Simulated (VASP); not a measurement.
# Li3YBi2: relaxation of cell and atoms with LDA

The system is Li3YBi2.

```xyz
6
Lattice="4.6380 0.0000 0.0000 -2.3190 4.0166 0.0000 0.0000 0.0000 7.3243" Properties=species:S:1:pos:R:3 pbc="T T T"
Li    2.3190    1.3389    2.5704
Li    0.0000    2.6778    4.7539
Li    0.0000    0.0000    3.6622
Y     0.0000    0.0000    0.0000
Bi    2.3190    1.3389    5.5122
Bi    0.0000    2.6778    1.8121
```

```
Program                : VASP 6.6.1
Task                   : relaxation of cell and atoms
Functional             : LDA
Potentials or basis    : VASP PAW LDA potentials, release 64 (Li_sv, Y_sv, Bi_d)
Cutoff                 : 600 eV
k mesh                 : 5 × 5 × 3
Occupations            : methfessel-paxton, width 0.1 eV
Spin                   : no spin polarisation
Dipole correction      : no
Further INCAR settings : ALGO = Normal; EDIFF = 1e-06; IBRION = 2; EDIFFG = -0.01; NSW = 80; ISIF = 3
```

* Relaxed volume: 21.08 Å³/atom
* Relaxed cell: a = 4.537 Å, b = 4.537 Å, c = 7.092 Å, α = 90.00°, β = 90.00°, γ = 120.00°
* Space group after relaxing (to 0.05 Å): P-3m1 (No. 164)
* Energy gained by relaxing: 16.9 meV/atom
* Ionic steps: 11
* Pressure after relaxing: 0.0 GPa
* Largest force after relaxing: 0.008 eV/Å
* Band gap on the k mesh: zero (band 25 reaches 5.96 eV, above the bottom of band 26 at 5.54 eV)

Forces in eV/Å, atoms in the order of the input:
```
Li   0.000  0.000 -0.006
Li   0.000  0.000  0.006
Li   0.000  0.000  0.000
Y    0.000  0.000  0.000
Bi   0.000  0.000  0.008
Bi   0.000  0.000 -0.008
```

Stress tensor (GPa, compression positive):
```
 0.05  0.00  0.00
 0.00  0.05  0.00
 0.00  0.00 -0.03
```

Step by step:
```csv
step,energy change (eV),largest force (eV/Å),pressure (GPa),volume (Å³)
1,0.0000,0.1021,-3.01,136.45
2,-0.0966,0.0345,-0.63,128.18
3,-0.0992,0.0718,0.15,126.24
4,-0.0993,0.0650,0.01,126.59
5,-0.0993,0.0610,-0.06,126.78
6,-0.1003,0.0389,-0.06,126.73
7,-0.1008,0.0340,-0.06,126.65
8,-0.1010,0.0295,0.01,126.44
9,-0.1010,0.0243,0.09,126.21
10,-0.1012,0.0195,0.08,126.27
11,-0.1014,0.0084,0.02,126.45
```

Final structure:
```
Li Y Bi
1.0
     4.53740    0.00000    0.00000
    -2.26870    3.92951    0.00000
     0.00000    0.00000    7.09225
Li Y Bi
3 1 2
Direct
  0.66667 0.33333 0.34821
  0.33333 0.66667 0.65179
  0.00000 0.00000 0.50000
  0.00000 0.00000 0.00000
  0.66667 0.33333 0.75168
  0.33333 0.66667 0.24832
```

Levels at points of the mesh, in eV from the Fermi level:
| k point | band 21 | band 22 | band 23 | band 24 | band 25 | band 26 | band 27 | band 28 | band 29 | band 30 |
| --- | --- | --- | --- | --- | --- | --- | --- | --- | --- | --- |
| (0.00, 0.00, 0.00) | -1.89 | -1.89 | -0.02 | -0.02 | 0.45 | 0.93 | 1.08 | 1.08 | 1.99 | 2.28 |

Run time: 5.9 min on 1 thread of Intel(R) Xeon(R) Platinum 8559C (Emerald Rapids), with other jobs on the host, peak memory 0.3 GiB.

Caveat: the cutoff is under 1.25 times the usual one of these potentials, so pressure, stress and relaxed cells hold a basis-set (Pulay) error; spin-orbit coupling is left out, which moves the levels of the heavy elements.
